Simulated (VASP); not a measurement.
Set up this calculation in VASP 6.6.1, as the native input.

```yaml
Task: single point
Functional: PBE
Potentials_or_basis: VASP PAW PBE potentials, release 64 (Be, Cd, S)
Cutoff: 600 eV
k_mesh: 6 × 6 × 2
Occupations: gaussian, width 0.2 eV
Spin: no spin polarisation
Dipole_correction: no
Further_INCAR_settings: ALGO = Normal; EDIFF = 1e-06; NBANDS = 49
```

The structure of BeCd2S2 lies in POSCAR:

```
BeCd2S2
1.0
    3.7030809642      0.0000000000      0.0000000000
    0.0000000000      3.7030809642      0.0000000000
    0.0000000000      0.0000000000     14.0534972763
Be Cd S
2 4 4
Direct
    0.0000000000      1.0000000000      0.2500000000
    0.0000000000      1.0000000000      0.7500000000
    0.5000000000      0.5000000000      0.0000000000
    0.5000000000      0.5000000000      0.5000000000
    0.5000000000      0.5000000000      0.2500000000
    0.5000000000      0.5000000000      0.7500000000
    0.0000000000      0.0000000000      0.3906062812
    0.0000000000      0.0000000000      0.8906062812
    0.0000000000      0.0000000000      0.1093937188
    0.0000000000      0.0000000000      0.6093937188
```

The input as run:

INCAR

```
PREC     = Accurate       # precision mode
ENCUT    = 600            # plane-wave cutoff, eV
EDIFF    = 1E-6           # SCF threshold, eV
ISMEAR   = 0              # smearing method
SIGMA    = 0.2            # smearing width, eV
LREAL    = False          # projectors in reciprocal space
LASPH    = True           # aspherical terms in the spheres
NELM     = 120            # most SCF steps
ALGO     = Normal         # electronic algorithm
ISIF     = 2              # what is computed and relaxed
LWAVE    = False          # write WAVECAR
LCHARG   = False          # write CHGCAR
GGA      = PE             # functional
NBANDS   = 49             # bands
GGA_COMPAT= False
```

KPOINTS

```
Automatic mesh
0
Gamma
  6 6 2
```

Potentials or basis: VASP PAW PBE potentials, release 64 (Be, Cd, S).

Command:

```console
$ cat potpaw_PBE.64/Be/POTCAR potpaw_PBE.64/Cd/POTCAR potpaw_PBE.64/S/POTCAR > POTCAR
$ mpirun -np 1 vasp_std > vasp.out
```

It gave:

```json
{
  "Pressure": "0.2 GPa",
  "Largest force": "0.109 eV/Å",
  "Band gap on the k mesh": "zero (bands 38 and 39 overlap by 1.54 eV)"
}
```

It took 6.1 min on 1 thread of Intel Xeon 8259CL (shared host), peak memory 0.43 GiB.
